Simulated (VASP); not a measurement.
A run of VASP 6.6.1 is set up as follows.

File INCAR:

```
SYSTEM = CdSe
PREC = Accurate
ENCUT = 500
EDIFF = 1E-6
ISMEAR = 0
SIGMA = 0.1
LREAL = .FALSE.
LASPH = .TRUE.
NELM = 120
ALGO = Normal
ISIF = 2
LWAVE = .FALSE.
LCHARG = .FALSE.
GGA = PE
NBANDS = 16
GGA_COMPAT = .FALSE.
```

The input KPOINTS:

```
regular mesh
0
G
  4 4 4
  0 0 0
```

File POSCAR:

```
CdSe
1.0
    0.0000000000      2.6612596620      2.6612596620
    2.6612596620      0.0000000000      2.6612596620
    2.6612596620      2.6612596620      0.0000000000
Cd Se
1 1
Direct
    0.0000000000      0.0000000000      0.0000000000
    0.5000000000      0.5000000000      0.5000000000
```

Potentials or basis: VASP PAW PBE potentials, release 64 (Cd, Se).

Command:

```bash
$ cat potpaw_PBE.64/Cd/POTCAR potpaw_PBE.64/Se/POTCAR > POTCAR
$ mpirun -np 1 vasp_std > vasp.out
```

Task: Predict the pressure.

Result: 24.8 GPa.

Task: What does it give for the band gap on the k mesh?

Result: Zero (bands 9 and 10 overlap by 0.56 eV).

Caveat: the k points lie up to 0.51 Å⁻¹ apart, too coarse for converged energies and pressures of a metal; semilocal functionals underestimate gaps, and a narrow one can read as zero.
